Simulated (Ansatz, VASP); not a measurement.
CdS: VASP beside Ansatz

```
CELL_PARAMETERS angstrom
4.09767 0.00000 0.00000
2.04883 -3.54868 -3.82831
2.04883 3.54868 -3.82831
ATOMIC_POSITIONS crystal
Cd 0.76540 0.23460 0.23460
Cd 0.26540 0.73460 0.73460
S 0.67310 0.66023 0.99356
S 0.17310 0.16023 0.49356
```

Alike in both runs: task single point; functional PBE; dispersion D3(BJ); k mesh 8 × 8 × 8; occupations gaussian, width 0.05 eV; no spin polarisation.

```csv
,VASP,Ansatz
version,VASP 6.6.1,Ansatz 0.2.0
potentials or method,"VASP PAW PBE potentials, release 64 (Cd, S), cutoff 520 eV","scalar-relativistic, plane waves, PAW"
valence electrons in the cell,36,52
```

|  | VASP | Ansatz | Ansatz less VASP |
| --- | --- | --- | --- |
| gap on the k mesh at the Fermi level (eV) | 0.93 | 0.91 | -0.015 |
| least direct gap on the mesh (eV) | 1.24 | 1.24 | -0.006 |
| pressure (GPa) | 0.3 | 0.0 | -0.30 |
| traceless stress, the component that is largest in VASP (GPa) | -0.24 | -0.01 | +0.233 |
| rms of the force components (eV/Å) | 0.016 | 0.000 | -0.0158 |

Atom by atom the forces differ by 0.016 eV/Å (rms over components). VASP's potentials hold 36 valence electrons a cell and Ansatz's 52, so a difference there can come from the potentials and not from the codes.
